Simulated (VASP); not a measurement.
# Cu (P6_3/mmc) in VASP: further runs

The runs below take Cu through single point, with PBEsol.

Everything below comes from runs of VASP 6.6.1. Logs are shortened: lines on timing, memory, paths and dates and some standing lists are left out, and cuts for length are marked.

### 1 The cell of the first run

The structure is hexagonal, space group P6_3/mmc (No. 194). The conventional cell has a = 2.534 Å, b = 2.534 Å, c = 4.113 Å, α = 90.00°, β = 90.00°, γ = 120.00°. Cu (site symmetry -6m2) has 12 Cu at 2.52 to 2.53 Å within 3.3 Å.

This isn't the form of Cu at room conditions, which is fcc.

### 2 Single point, PBEsol

Input file INCAR:

```
SYSTEM = Cu
PREC = Accurate
ENCUT = 600
EDIFF = 1E-6
ISMEAR = 0
SIGMA = 0.1
LREAL = .False.
LASPH = .True.
NELM = 120
ALGO = Normal
ISIF = 2
LWAVE = .False.
LCHARG = .True.
GGA = PS
LELF = .True.
LVHAR = .True.
NBANDS = 18
GGA_COMPAT = .False.
```

Input file KPOINTS:

```
regular mesh
0
Gamma
  12 12 4
  0 0 0
```

Input file POSCAR:

```
Cu
1.0
    2.5340966698      0.0000000000      0.0000000000
   -1.2670483349      2.1945920917      0.0000000000
    0.0000000000      0.0000000000      4.1125710000
Cu
2
Direct
    0.3333333300      0.6666666700      0.2500000000
    0.6666666700      0.3333333300      0.7500000000
```

Potentials or basis: VASP PAW PBE potentials, release 64 (Cu).

Launch:

```sh
$ cat potpaw_PBE.64/Cu/POTCAR > POTCAR
$ mpirun -np 1 vasp_std > vasp.out
```

OUTCAR:

```text
SYSTEM = Cu
   PREC = Accurate
   ENCUT = 600
   EDIFF = 1E-6
   ISMEAR = 0
   LREAL = .False.
   LASPH = .True.
   NELM = 120
   ISIF = 2
   GGA = PS

 ion  position               nearest neighbor table
   1  0.333  0.667  0.250-   2 2.52   2 2.52   2 2.52   2 2.52   2 2.52   2 2.52
   2  0.667  0.333  0.750-   1 2.52   1 2.52   1 2.52   1 2.52   1 2.52   1 2.52

  LATTYP: Found a hexagonal cell.
 ALAT       =     2.5340966698
 C/A-ratio  =     1.6228942838

  Lattice vectors:

 A1 = (   2.5340966698,   0.0000000000,   0.0000000000)
 A2 = (  -1.2670483349,   2.1945920917,   0.0000000000)
 A3 = (   0.0000000000,   0.0000000000,   4.1125710000)

Analysis of symmetry for initial positions (statically):
=====================================================================
 Subroutine PRICEL returns:
 Original cell was already a primitive cell.

 Routine SETGRP: Setting up the symmetry group for a
 hexagonal supercell.

 Subroutine GETGRP returns: Found 24 space group operations
 (whereof 12 operations were pure point group operations)
 out of a pool of 24 trial point group operations.

The static configuration has the point symmetry D_3d.
 The point group associated with its full space group is D_6h.

Analysis of symmetry for dynamics (positions and initial velocities):
=====================================================================
 Subroutine PRICEL returns:
 Original cell was already a primitive cell.

 Routine SETGRP: Setting up the symmetry group for a
 hexagonal supercell.

 Subroutine GETGRP returns: Found 24 space group operations
 (whereof 12 operations were pure point group operations)
 out of a pool of 24 trial point group operations.

The dynamic configuration has the point symmetry D_3d.
 The point group associated with its full space group is D_6h.

 Subroutine INISYM returns: Found 24 space group operations
 (whereof 12 operations are pure point group operations),
 and found     1 'primitive' translations

----------------------------------------------------------------------------------------

                                     Primitive cell

  volume of cell :      22.8713

  direct lattice vectors                    reciprocal lattice vectors
     2.534096670  0.000000000  0.000000000     0.394617937  0.227832772  0.000000000
    -1.267048335  2.194592092  0.000000000     0.000000000  0.455665544  0.000000000
     0.000000000  0.000000000  4.112571000     0.000000000  0.000000000  0.243156896

  length of vectors
     2.534096670  2.534096670  4.112571000     0.455665544  0.455665544  0.243156896

  position of ions in fractional coordinates (direct lattice)
     0.333333330  0.666666670  0.250000000
     0.666666670  0.333333330  0.750000000
[... 79 lines left out ...]
   EDIFFG = 0.1E-04   stopping-criterion for IOM
   NSW    =      0    number of steps for IOM
   IBRION =     -1    ionic relax: 0-MD 1-quasi-New 2-CG
   NFREE  =      0    steps in history (QN), initial steepest desc. (CG)
   ISIF   =      2    stress and relaxation
   ISYM   =      2    0-nonsym 1-usesym 2-fastsym
   POTIM  = 0.5000    time-step for ionic-motion
   TEBEG  =    0.0;   TEEND  =   0.0 temperature during run
   PSTRESS=    0.0 pullay stress
   NELECT =      22.0000    total number of electrons
   NUPDOWN=      -1.0000    fix difference up-down
   EMIN   =  10.00;   EMAX   =-10.00  energy-range for DOS
   EFERMI =   0.00;   METHOD = LEGACY
   ISMEAR =     0;   SIGMA  =   0.10  broadening in eV -4-tet -1-fermi 0-gaus
   EFERMI_NEDOS =   21; number of points for ismear=-14 and -15
   IALGO  =     38    algorithm
   IMIX   =      4    mixing-type and parameters
     AMIX     =   0.40;   BMIX     =  1.00
     AMIX_MAG =   1.60;   BMIX_MAG =  1.00
  volume/ion in A,a.u.               =      11.44        77.17
  Fermi-wavevector in a.u.,A,eV,Ry     =   1.616041  3.053874 35.532800  2.611587
  Thomas-Fermi vector in A             =   2.710691
   LORBIT       =      0    0 simple, 1 ext, 2 COOP (PROOUT), +10 PAW based schemes
   GGA     = PS    functional components
   LHFCALC =     F    Hartree Fock is set to
   AEXX    =    0.0000 exact exchange contribution
   IVDW    =     0    specifies the selected vdW correction
   LEPSILON=     F    determine dielectric tensor
   LRPA    =     F    only Hartree local field effects (RPA)
 non-spin polarized calculation
 Gauss-broadening in eV      SIGMA  =   0.10
  energy-cutoff  :      600.00
  volume of cell :       22.87
 maximum number of plane-waves:       780
   NGX = 11   NGY = 11   NGZ = 17

 number of electron      21.9999991 magnetization

 Free energy of the ion-electron system (eV)
  ---------------------------------------------------
  ext. energy  EPLUGINS =         0.00000000
  ---------------------------------------------------
  free energy    TOTEN  =        -8.58854386 eV

  energy without entropy =       -8.58021589  energy(sigma->0) =       -8.58437987

 E-fermi :   7.6500     XC(G=0): -13.0982

 val. band max:        7.6482454677   @ k =   0.3333   0.1667   0.2500
 cond. band min:       7.6834538283   @ k =   0.1667   0.0833   0.2500
 fundamental gap:      0.0352083606
 Fermi energy:         7.6499565899

 k-point     1 :       0.0000    0.0000    0.0000
  band No.  band energies     occupation
      1      -1.8334      2.00000
      2       2.5282      2.00000
      3       4.6792      2.00000
      4       4.7302      2.00000
      5       4.7302      2.00000
      6       4.9545      2.00000
[... 481 lines left out ...]
      5       4.7181      2.00000
      6       4.9028      2.00000
[... 10 lines left out ...]
     17      26.7197      0.00000
     18      28.0626      0.00000

 [... further k-points ...]

------------------------ aborting loop because EDIFF is reached ----------------------------------------

  FORCE on cell =-STRESS in cart. coord.  units (eV):
  Direction    XX          YY          ZZ          XY          YZ          ZX
  --------------------------------------------------------------------------------------
  -------------------------------------------------------------------------------------
  Total       -0.1455448     -0.1455448     -0.1118407      0.0000000      0.0000000      0.0000000
  in kB      -10.1956976    -10.1956976     -7.8346612      0.0000000      0.0000000      0.0000000
  external PRESSURE =      -9.4086854 kB  Pullay stress =       0.0000000 kB

 VOLUME and BASIS-vectors are now :
 -----------------------------------------------------------------------------
  energy-cutoff  :      600.00
  volume of cell :       22.87
      direct lattice vectors                 reciprocal lattice vectors
     2.534096670  0.000000000  0.000000000     0.394617937  0.227832772  0.000000000
    -1.267048335  2.194592092  0.000000000     0.000000000  0.455665544  0.000000000
     0.000000000  0.000000000  4.112571000     0.000000000  0.000000000  0.243156896

 POSITION                                       TOTAL-FORCE (eV/Angst)
 -----------------------------------------------------------------------------------
     -0.00000      1.46306      1.02814        -0.000000     -0.000000      0.000000
      1.26705      0.73153      3.08443         0.000000      0.000000      0.000000
 -----------------------------------------------------------------------------------
    total drift:                               -0.000001      0.000000     -0.000000

  FREE ENERGIE OF THE ION-ELECTRON SYSTEM (eV)
  ---------------------------------------------------
  free  energy   TOTEN  =        -8.5885438621 eV

  energy  without entropy=       -8.5802158858  energy(sigma->0) =       -8.58437987
```

OSZICAR:

```text
N       E                     dE             d eps       ncg     rms          rms(c)
DAV:   1     0.126436237964E+03    0.12644E+03   -0.11536E+04  2228   0.249E+03
DAV:   2    -0.407806120250E+01   -0.13051E+03   -0.12387E+03  2056   0.300E+02
DAV:   3    -0.107232958987E+02   -0.66452E+01   -0.63935E+01  2280   0.918E+01
DAV:   4    -0.107985698599E+02   -0.75274E-01   -0.75208E-01  2466   0.104E+01
DAV:   5    -0.107994558906E+02   -0.88603E-03   -0.88599E-03  2582   0.974E-01    0.119E+01
DAV:   6    -0.945500216837E+01    0.13445E+01   -0.13115E+01  2188   0.108E+02    0.604E+00
DAV:   7    -0.861766776248E+01    0.83733E+00   -0.26300E+00  2244   0.439E+01    0.848E-01
DAV:   8    -0.859221893085E+01    0.25449E-01   -0.17287E-02  2394   0.154E+00    0.441E-01
DAV:   9    -0.858850537834E+01    0.37136E-02   -0.44046E-03  2610   0.192E+00    0.192E-02
DAV:  10    -0.858854101063E+01   -0.35632E-04   -0.18736E-04  2344   0.155E-01    0.571E-03
DAV:  11    -0.858854425010E+01   -0.32395E-05   -0.28579E-06  2306   0.211E-02    0.316E-03
DAV:  12    -0.858854386215E+01    0.38796E-06   -0.60749E-07  1272   0.181E-02
   1 F= -.85885439E+01 E0= -.85843799E+01  d E =-.832798E-02
```

It took 51 s on 1 thread of AMD EPYC 7R13, shared host; peak memory 0.12 GiB.

What came out:

| Quantity | Value |
| --- | --- |
| Free energy | -8.5885 eV |
| Pressure | -0.9 GPa |
| Band gap on the k mesh | zero (bands 11 and 12 overlap by 6.07 eV) |

Stress tensor (GPa, compression positive):
```
-1.02  0.00  0.00
 0.00 -1.02  0.00
 0.00  0.00 -0.78
```

Levels at points of the mesh, in eV from the Fermi level:
```
           k point  band 9  band 10  band 11  band 12  band 13  band 14
(0.00, 0.00, 0.00)   -2.42    -1.62    -1.62    -0.92     4.14    21.67
(0.50, 0.00, 0.00)   -1.47    -1.42     0.12     1.73     8.05     8.48
(0.00, 0.00, 0.50)   -1.85    -1.85    -1.85    -1.85    13.00    13.00
(0.50, 0.00, 0.50)   -1.46    -1.46     0.57     0.57     5.12     5.12
```

Caveat: the k points lie up to 0.38 Å⁻¹ apart, too coarse for converged energies and pressures of a metal; the PAW data sets were made with another functional, which shifts forces and pressure a little.

### 3 Single point, PBEsol

This run uses another cell than the first one, of 11.32 Å³/atom.

Input file INCAR:

```
PREC = Accurate
ENCUT = 520
EDIFF = 1E-6
ISMEAR = 0
SIGMA = 0.1
LREAL = False
LASPH = True
NELM = 80
ALGO = Fast
ISIF = 2
LWAVE = False
LCHARG = False
GGA = PS
NBANDS = 18
ISYM = 0
```

Input file KPOINTS:

```
regular mesh
0
Gamma
  14 9 16
```

Input file POSCAR:

```
Cu
1.0
    2.5205910259      0.0000000000      0.0000000000
    0.0000000000      4.1165232698      0.0000000000
    1.2602955130      0.0000000000      2.1828958610
Cu
2
Direct
    0.3333333333      0.7500000000      0.3333333333
    0.6666666667      0.2500000000      0.6666666667
```

Potentials or basis: VASP PAW PBE potentials, release 64 (Cu).

Launch:

```sh
$ cat potpaw_PBE.64/Cu/POTCAR > POTCAR
$ mpirun -np 1 vasp_std > vasp.out
```

Wall time 6.8 min (1 thread of Intel Xeon 8259CL, shared host); peak memory 0.42 GiB.

The run converged. Its results:

```yaml
Free_energy: -8.5984 eV
Pressure: 0.4 GPa
Largest_force: 0.004 eV/Å
Band_gap_on_the_k_mesh: zero (bands 11 and 12 overlap by 5.72 eV)
```

Forces in eV/Å, atoms in the order of the input:
```
Cu  -0.001  0.000 -0.004
Cu   0.001  0.000  0.004
```

Stress tensor (GPa, compression positive):
```
 0.57  0.00  0.41
 0.00  0.56  0.00
 0.41  0.00 -0.03
```

Levels at points of the mesh, in eV from the Fermi level:
| k point | band 8 | band 9 | band 10 | band 11 | band 12 | band 13 | band 14 | band 15 |
| --- | --- | --- | --- | --- | --- | --- | --- | --- |
| (0.00, 0.00, 0.00) | -2.53 | -2.52 | -1.73 | -1.73 | -1.12 | 3.99 | 21.72 | 22.38 |
| (0.50, 0.00, 0.00) | -1.63 | -1.58 | -1.53 | 0.03 | 1.67 | 7.96 | 8.37 | 10.95 |
| (0.00, 0.00, 0.50) | -1.63 | -1.58 | -1.53 | 0.02 | 1.67 | 7.96 | 8.37 | 10.95 |
| (0.50, 0.00, 0.50) | -1.63 | -1.58 | -1.53 | 0.03 | 1.67 | 7.96 | 8.37 | 10.95 |

Caveat: the PAW data sets were made with another functional, which shifts forces and pressure a little.

### 4 Single point, PBEsol (biaxial strain in the a-b plane: -6.0 %)

Input file INCAR:

```
SYSTEM = Cu
PREC = Accurate
ENCUT = 520
EDIFF = 1E-7
ISMEAR = 0
SIGMA = 0.1
LREAL = .FALSE.
LASPH = .TRUE.
NELM = 80
ALGO = Fast
ISIF = 2
LWAVE = .FALSE.
LCHARG = .FALSE.
GGA = PS
NBANDS = 18
```

Input file KPOINTS:

```
regular mesh
0
G
  24 24 12
  0 0 0
```

Input file POSCAR:

```
Cu
1.0
    2.3693555637      0.0000000000      0.0000000000
   -1.1846777819      2.0519221088      0.0000000000
    0.0000000000      0.0000000000      4.2647181052
Cu
2
Direct
    0.3333333333      0.6666666667      0.2500000000
    0.6666666667      0.3333333333      0.7500000000
```

Launch:

```sh
$ cat potpaw_PBE.64/Cu/POTCAR > POTCAR
$ mpirun -np 1 vasp_std > vasp.out
```

It took 3.7 min on 1 thread of Intel Xeon 8259CL, shared host; peak memory 0.24 GiB.

Results (log left out):

```
Free energy            : -8.3817 eV
Pressure               : 21.6 GPa
Band gap on the k mesh : zero (bands 11 and 12 overlap by 7.05 eV)
```

Stress tensor (GPa, compression positive):
```
30.53  0.00  0.00
 0.00 30.53  0.00
 0.00  0.00  3.77
```

Levels at points of the mesh, in eV from the Fermi level:
```csv
k point,band 9,band 10,band 11,band 12,band 13,band 14
"(0.00, 0.00, 0.00)",-2.55,-2.38,-1.92,-1.92,3.02,21.68
"(0.50, 0.00, 0.00)",-1.63,-1.57,0.12,2.09,7.91,8.22
"(0.00, 0.00, 0.50)",-2.16,-2.16,-2.16,-2.16,10.96,10.96
"(0.50, 0.00, 0.50)",-1.60,-1.60,0.40,0.40,5.84,5.84
```

Caveat: the cell differs from its parent crystal (biaxial strain in the a-b plane: -6.0 %); the cell stands under pressure; the PAW data sets were made with another functional, which shifts forces and pressure a little.

### 5 The runs side by side

| cell | k mesh | cutoff (eV) | gap on the mesh (eV) | pressure (GPa) |
| --- | --- | --- | --- | --- |
| a = 2.534, b = 2.534, c = 4.113 Å, angles 90.0, 90.0, 120.0°, 2 atoms, atomic positions A | 12 × 12 × 4 | 600 | none | -0.9 |
| a = 2.521, b = 4.117 Å, angles 90.0, 60.0, 90.0°, 2 atoms, atomic positions B | 14 × 9 × 16 | 520 | none | 0.4 |
| a = 2.369, b = 2.369, c = 4.265 Å, angles 90.0, 90.0, 120.0°, 2 atoms, atomic positions A | 24 × 24 × 12 | 520 | none | 21.6 |

Alike in all rows: task single point; level PBEsol; potentials or basis VASP PAW PBE potentials, release 64 (Cu); no spin polarisation; smearing gaussian 0.1 eV.

Caveats: some runs use coarse meshes; the PAW data sets were made with another functional, which shifts forces and pressure a little; the cell stands under pressure (at least some runs).

Total energies depend on the potentials used, so only differences within one code and one set of settings carry meaning.
